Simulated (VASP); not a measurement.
# BaTiO3 (Pm-3m) in VASP: single point with LDA

Aim: the single point of BaTiO3 with LDA.

Everything below comes from runs of VASP 6.6.1. Logs are shortened: lines on timing, memory, paths and dates and some standing lists are left out, and cuts for length are marked.

## (1) The cell of the first run

It takes space group Pm-3m (No. 221, cubic). The conventional cell has a = 3.935 Å, b = 3.935 Å, c = 3.935 Å, α = 90.00°, β = 90.00°, γ = 90.00°. Ba (site symmetry m-3m) has 12 O at 2.78 Å and 8 Ti at 3.41 Å within 3.7 Å. Ti (site symmetry m-3m) has 6 O at 1.97 Å within 2.6 Å. O (site symmetry 4/mmm) has 2 Ti at 1.97 Å within 2.6 Å.

## (2) Single point, LDA

INCAR

```
SYSTEM = BaTiO3
ALGO = Normal ; EDIFF = 1E-6
ENCUT = 1340 ; GGA_COMPAT = .False.
ISIF = 2 ; ISMEAR = 0
LASPH = .True. ; LCHARG = .True.
LELF = .True. ; LREAL = .False.
LVHAR = .True. ; LWAVE = .False.
NBANDS = 28 ; NELM = 120
PREC = Accurate ; SIGMA = 0.02
```

KPOINTS

```
k-points
0
Gamma
  8 8 8
  0 0 0
```

POSCAR

```
BaTiO3
1.0
    3.9346225182      0.0000000000      0.0000000000
    0.0000000000      3.9346225182      0.0000000000
    0.0000000000      0.0000000000      3.9346225182
Ba Ti O
1 1 3
Direct
    0.0000000000      0.0000000000      0.0000000000
    0.5000000000      0.5000000000      0.5000000000
    0.5000000000      0.5000000000      0.0000000000
    0.5000000000      0.0000000000      0.5000000000
    0.0000000000      0.5000000000      0.5000000000
```

Potentials or basis: VASP PAW LDA potentials, release 64 (Ba_sv, Ti_sv, O_h).

On the command line:

```sh
cat potpaw_LDA.64/Ba_sv/POTCAR potpaw_LDA.64/Ti_sv/POTCAR potpaw_LDA.64/O_h/POTCAR > POTCAR
mpirun -np 1 vasp_std > vasp.out
```

OUTCAR:

```text
SYSTEM = BaTiO3
   EDIFF = 1E-6
   ENCUT = 1340
   ISIF = 2
   ISMEAR = 0
   LASPH = .True.
   LREAL = .False.
   NELM = 120
   PREC = Accurate

 ion  position               nearest neighbor table
   1  0.000  0.000  0.000-   3 2.78   4 2.78   5 2.78   4 2.78   5 2.78   3 2.78   5 2.78   5 2.78
                             3 2.78   4 2.78   4 2.78   3 2.78   2 3.41   2 3.41   2 3.41   2 3.41
   2  0.500  0.500  0.500-   3 1.97   4 1.97   5 1.97   3 1.97   4 1.97   5 1.97   1 3.41   1 3.41
                             1 3.41   1 3.41   1 3.41   1 3.41   1 3.41   1 3.41
   3  0.500  0.500  0.000-   2 1.97   2 1.97   1 2.78   1 2.78   1 2.78   1 2.78
   4  0.500  0.000  0.500-   2 1.97   2 1.97   1 2.78   1 2.78   1 2.78   1 2.78
   5  0.000  0.500  0.500-   2 1.97   2 1.97   1 2.78   1 2.78   1 2.78   1 2.78

  LATTYP: Found a simple cubic cell.
 ALAT       =     3.9346225182

  Lattice vectors:

 A1 = (   3.9346225182,   0.0000000000,   0.0000000000)
 A2 = (   0.0000000000,   3.9346225182,   0.0000000000)
 A3 = (   0.0000000000,   0.0000000000,   3.9346225182)

Analysis of symmetry for initial positions (statically):
=====================================================================
 Subroutine PRICEL returns:
 Original cell was already a primitive cell.

 Routine SETGRP: Setting up the symmetry group for a
 simple cubic supercell.

 Subroutine GETGRP returns: Found 48 space group operations
 (whereof 48 operations were pure point group operations)
 out of a pool of 48 trial point group operations.

The static configuration has the point symmetry O_h .

Analysis of symmetry for dynamics (positions and initial velocities):
=====================================================================
 Subroutine PRICEL returns:
 Original cell was already a primitive cell.

 Routine SETGRP: Setting up the symmetry group for a
 simple cubic supercell.

 Subroutine GETGRP returns: Found 48 space group operations
 (whereof 48 operations were pure point group operations)
 out of a pool of 48 trial point group operations.

The dynamic configuration has the point symmetry O_h .

 Subroutine INISYM returns: Found 48 space group operations
 (whereof 48 operations are pure point group operations),
 and found     1 'primitive' translations

----------------------------------------------------------------------------------------

                                     Primitive cell

  volume of cell :      60.9129

  direct lattice vectors                    reciprocal lattice vectors
     3.934622518  0.000000000  0.000000000     0.254153987  0.000000000  0.000000000
     0.000000000  3.934622518  0.000000000     0.000000000  0.254153987  0.000000000
     0.000000000  0.000000000  3.934622518     0.000000000  0.000000000  0.254153987

  length of vectors
     3.934622518  3.934622518  3.934622518     0.254153987  0.254153987  0.254153987

  position of ions in fractional coordinates (direct lattice)
     0.000000000  0.000000000  0.000000000
     0.500000000  0.500000000  0.500000000
     0.500000000  0.500000000  0.000000000
     0.500000000  0.000000000  0.500000000
     0.000000000  0.500000000  0.500000000

  ion indices of the primitive-cell ions
   primitive index   ion index
                 1           1
                 2           2
                 3           3
                 4           4
                 5           5

----------------------------------------------------------------------------------------

 KPOINTS: k-points

Automatic generation of k-mesh.
 Grid dimensions read from file:
 generate k-points for:    8    8    8

 Generating k-lattice:

  Cartesian coordinates                     Fractional coordinates (reciprocal lattice)
     0.031769248  0.000000000  0.000000000     0.125000000  0.000000000  0.000000000
     0.000000000  0.031769248  0.000000000     0.000000000  0.125000000  0.000000000
     0.000000000  0.000000000  0.031769248     0.000000000  0.000000000  0.125000000

  Length of vectors
     0.031769248  0.031769248  0.031769248

  Shift w.r.t. Gamma in fractional coordinates (k-lattice)
     0.000000000  0.000000000  0.000000000

 Subroutine IBZKPT returns following result:
 ===========================================

 Found     35 irreducible k-points:

 Following reciprocal coordinates:
            Coordinates               Weight
  0.000000  0.000000  0.000000      1.000000
  0.125000  0.000000  0.000000      6.000000
  0.250000  0.000000  0.000000      6.000000
  0.375000  0.000000  0.000000      6.000000
  0.500000  0.000000  0.000000      3.000000
  0.125000  0.125000  0.000000     12.000000
[... 16 lines left out ...]
  0.375000  0.375000  0.125000     24.000000
  0.500000  0.375000  0.125000     24.000000
 [... further k-points ...]
   k-points           NKPTS =     35   k-points in BZ     NKDIM =     35   number of bands    NBANDS=     28
   number of dos      NEDOS =    301   number of ions     NIONS =      5
   total plane-waves  NPLWV = 110592
   dimension x,y,z NGX =    48 NGY =   48 NGZ =   48
   dimension x,y,z NGXF=    96 NGYF=   96 NGZF=   96
   ions per type =               1   1   3
   NGX,Y,Z   is equivalent  to a cutoff of  20.28, 20.28, 20.28 a.u.
   NGXF,Y,Z  is equivalent  to a cutoff of  40.56, 40.56, 40.56 a.u.
 SYSTEM =  BaTiO3
   PREC   = accura    normal or accurate (medium, high low for compatibility)
   ISTART =      0    job   : 0-new  1-cont  2-samecut
   ICHARG =      2    charge: 1-file 2-atom 10-const
   ISPIN  =      1    spin polarized calculation?
   LNONCOLLINEAR =      F non collinear calculations
   LSORBIT =      F    spin-orbit coupling
   LASPH  =      T    aspherical Exc in radial PAW
   ENCUT  = 1340.0 eV  98.49 Ry    9.92 a.u.  11.74 11.74 11.74*2*pi/ulx,y,z
   NELM   =    120;   NELMIN=  2; NELMDL= -5     # of ELM steps
   EDIFF  = 0.1E-05   stopping-criterion for ELM
   LREAL  =      F    real-space projection
   EDIFFG = 0.1E-04   stopping-criterion for IOM
   NSW    =      0    number of steps for IOM
   IBRION =     -1    ionic relax: 0-MD 1-quasi-New 2-CG
   NFREE  =      0    steps in history (QN), initial steepest desc. (CG)
   ISIF   =      2    stress and relaxation
   ISYM   =      2    0-nonsym 1-usesym 2-fastsym
   POTIM  = 0.5000    time-step for ionic-motion
   TEBEG  =    0.0;   TEEND  =   0.0 temperature during run
   PSTRESS=    0.0 pullay stress
   NELECT =      40.0000    total number of electrons
   NUPDOWN=      -1.0000    fix difference up-down
   EMIN   =  10.00;   EMAX   =-10.00  energy-range for DOS
   EFERMI =   0.00;   METHOD = LEGACY
   ISMEAR =     0;   SIGMA  =   0.02  broadening in eV -4-tet -1-fermi 0-gaus
   EFERMI_NEDOS =   21; number of points for ismear=-14 and -15
   IALGO  =     38    algorithm
   IMIX   =      4    mixing-type and parameters
     AMIX     =   0.40;   BMIX     =  1.00
     AMIX_MAG =   1.60;   BMIX_MAG =  1.00
  volume/ion in A,a.u.               =      12.18        82.21
  Fermi-wavevector in a.u.,A,eV,Ry     =   1.422957  2.688999 27.549164  2.024806
  Thomas-Fermi vector in A             =   2.543606
   LORBIT       =      0    0 simple, 1 ext, 2 COOP (PROOUT), +10 PAW based schemes
   GGA     = CA    functional components
   LHFCALC =     F    Hartree Fock is set to
   AEXX    =    0.0000 exact exchange contribution
   IVDW    =     0    specifies the selected vdW correction
   LEPSILON=     F    determine dielectric tensor
   LRPA    =     F    only Hartree local field effects (RPA)
 non-spin polarized calculation
 Gauss-broadening in eV      SIGMA  =   0.02
  energy-cutoff  :     1340.00
  volume of cell :       60.91
 maximum number of plane-waves:      6816
 NGX is ok and might be reduce to    48
   NGX = 23   NGY = 23   NGZ = 23

 number of electron      40.0000000 magnetization

 Free energy of the ion-electron system (eV)
  ---------------------------------------------------
  ext. energy  EPLUGINS =         0.00000000
  ---------------------------------------------------
  free energy    TOTEN  =       -44.17841062 eV

  energy without entropy =      -44.17841062  energy(sigma->0) =      -44.17841062

 E-fermi :   4.4008     XC(G=0): -12.0069

 val. band max:        4.3147470529   @ k =   0.5000   0.5000   0.5000
 cond. band min:       6.0711173598   @ k =   0.0000   0.0000   0.0000
 fundamental gap:      1.7563703069
 Fermi energy:         4.4008405669

 k-point     1 :       0.0000    0.0000    0.0000
  band No.  band energies     occupation
      1     -51.3515      2.00000
      2     -27.9974      2.00000
      3     -27.9974      2.00000
      4     -27.9974      2.00000
      5     -20.2373      2.00000
      6     -12.3728      2.00000
[... 20 lines left out ...]
     27       9.2762      0.00000
     28      12.1064      0.00000

 k-point     2 :       0.1250    0.0000    0.0000
  band No.  band energies     occupation
      1     -51.3513      2.00000
      2     -28.0077      2.00000
      3     -27.9970      2.00000
      4     -27.9970      2.00000
      5     -20.2141      2.00000
      6     -12.3938      2.00000
[... 20 lines left out ...]
     27       9.6142      0.00000
     28      12.4931      0.00000

 k-point     3 :       0.2500    0.0000    0.0000
  band No.  band energies     occupation
      1     -51.3508      2.00000
      2     -28.0325      2.00000
      3     -27.9960      2.00000
      4     -27.9960      2.00000
      5     -20.1570      2.00000
      6     -12.5082      2.00000
[... 20 lines left out ...]
     27      10.5037      0.00000
     28      12.8983      0.00000

 k-point     4 :       0.3750    0.0000    0.0000
  band No.  band energies     occupation
      1     -51.3503      2.00000
      2     -28.0571      2.00000
      3     -27.9949      2.00000
      4     -27.9949      2.00000
      5     -20.0983      2.00000
      6     -12.6675      2.00000
[... 578 lines left out ...]
     27      12.9086      0.00000
     28      13.1332      0.00000

 k-point    23 :       0.3750    0.3750    0.1250
  band No.  band energies     occupation
      1     -51.3489      2.00000
      2     -28.0526      2.00000
      3     -28.0520      2.00000
      4     -28.0024      2.00000
      5     -19.9924      2.00000
      6     -12.1470      2.00000
[... 20 lines left out ...]
     27      12.8512      0.00000
     28      13.4997      0.00000

 k-point    24 :       0.5000    0.3750    0.1250
  band No.  band energies     occupation
      1     -51.3487      2.00000
      2     -28.0621      2.00000
      3     -28.0516      2.00000
      4     -28.0020      2.00000
      5     -19.9765      2.00000
      6     -12.0859      2.00000
[... 20 lines left out ...]
     27      12.7141      0.00000
     28      13.6415      0.00000

 [... further k-points ...]

------------------------ aborting loop because EDIFF is reached ----------------------------------------

  FORCE on cell =-STRESS in cart. coord.  units (eV):
  Direction    XX          YY          ZZ          XY          YZ          ZX
  --------------------------------------------------------------------------------------
  -------------------------------------------------------------------------------------
  Total        0.8950591      0.8950591      0.8950591      0.0000000     -0.0000000      0.0000000
  in kB       23.5425270     23.5425270     23.5425270      0.0000000     -0.0000000      0.0000000
  external PRESSURE =      23.5425270 kB  Pullay stress =       0.0000000 kB

 VOLUME and BASIS-vectors are now :
 -----------------------------------------------------------------------------
  energy-cutoff  :     1340.00
  volume of cell :       60.91
      direct lattice vectors                 reciprocal lattice vectors
     3.934622518  0.000000000  0.000000000     0.254153987  0.000000000  0.000000000
     0.000000000  3.934622518  0.000000000     0.000000000  0.254153987  0.000000000
     0.000000000  0.000000000  3.934622518     0.000000000  0.000000000  0.254153987

 POSITION                                       TOTAL-FORCE (eV/Angst)
 -----------------------------------------------------------------------------------
      0.00000      0.00000      0.00000         0.000000      0.000000      0.000000
      1.96731      1.96731      1.96731         0.000000      0.000000      0.000000
      1.96731      1.96731      0.00000         0.000000      0.000000      0.000000
      1.96731      0.00000      1.96731         0.000000      0.000000      0.000000
      0.00000      1.96731      1.96731         0.000000      0.000000      0.000000
 -----------------------------------------------------------------------------------
    total drift:                                0.000000     -0.000000     -0.000000

  FREE ENERGIE OF THE ION-ELECTRON SYSTEM (eV)
  ---------------------------------------------------
  free  energy   TOTEN  =       -44.1784106232 eV

  energy  without entropy=      -44.1784106232  energy(sigma->0) =      -44.17841062
```

Run time: 3 min. Hardware: 1 thread of AMD EPYC 7R13 (Zen 3), shared host; peak memory 0.42 GiB.

What came out:

- Free energy: -44.1784 eV
- Pressure: 2.4 GPa
- Band gap on the k mesh: 1.76 eV (least direct gap 1.84 eV)

Caveat: spin-orbit coupling is left out, which moves the levels of the heavy elements.
